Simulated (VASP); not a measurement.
A run of VASP 6.6.1 is set up as follows.

The input INCAR:

```
PREC = Accurate
ENCUT = 520
EDIFF = 1E-6
ISMEAR = 0
SIGMA = 0.1
LREAL = F
LASPH = T
NELM = 100
ALGO = Fast
ISIF = 2
LWAVE = F
LCHARG = T
GGA = PE
LELF = T
LVHAR = T
NBANDS = 30
```

File KPOINTS:

```
Automatic mesh
0
Gamma
  14 14 14
```

File POSCAR:

```
Y3Ti
1.0
   -2.4184549761      2.4184549761      4.7831076338
    2.4184549761     -2.4184549761      4.7831076338
    2.4184549761      2.4184549761     -4.7831076338
Y Ti
3 1
Direct
    0.5000000000      0.5000000000      0.0000000000
    0.2500000000      0.7500000000      0.5000000000
    0.7500000000      0.2500000000      0.5000000000
    0.0000000000      0.0000000000      0.0000000000
```

Potentials or basis: VASP PAW PBE potentials, release 64 (Y_sv, Ti_sv).

Run with:

```console
$ cat potpaw_PBE.64/Y_sv/POTCAR potpaw_PBE.64/Ti_sv/POTCAR > POTCAR
$ mpirun -np 1 vasp_std > vasp.out
```

**Question.** What does it give for the band gap on the k mesh?

**Answer.** Zero (an odd number of electrons rules out a gap without spin polarisation).

**Question.** Predict the pressure.

**Answer.** -0.2 GPa.
